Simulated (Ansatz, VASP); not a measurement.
**Ti3B: VASP beside Ansatz**

```
CELL_PARAMETERS angstrom
-1.77865 1.77865 3.97308
1.77865 -1.77865 3.97308
1.77865 1.77865 -3.97308
ATOMIC_POSITIONS crystal
Ti 0.50000 0.50000 0.00000
Ti 0.25000 0.75000 0.50000
Ti 0.75000 0.25000 0.50000
B 0.00000 0.00000 0.00000
```

Alike in both runs: task single point; functional PBE; k mesh 8 × 8 × 8; occupations gaussian, width 0.1 eV; no spin polarisation.

|  | VASP | Ansatz |
| --- | --- | --- |
| version | VASP 6.6.1 | Ansatz 0.2.0 |
| potentials or method | VASP PAW PBE potentials, release 64 (Ti_sv, B), cutoff 520 eV | scalar-relativistic, plane waves, PAW |
| valence electrons in the cell | 39 | 39 |

Ansatz gave:

| Item | Value |
| --- | --- |
| gap on the k mesh at the Fermi level (eV) | none |
| pressure (GPa) | 13.6 |
| traceless stress, the component that is largest in VASP (GPa) | -1.18 |

Estimate VASP's values.

gap on the k mesh at the Fermi level (eV): none; pressure (GPa): 13.2; traceless stress, the component that is largest in VASP (GPa): -1.19.

A gap of «none» marks a metal or a gap that the smearing closes. With one functional, cell and mesh, what is left measures potentials, basis and numerics.
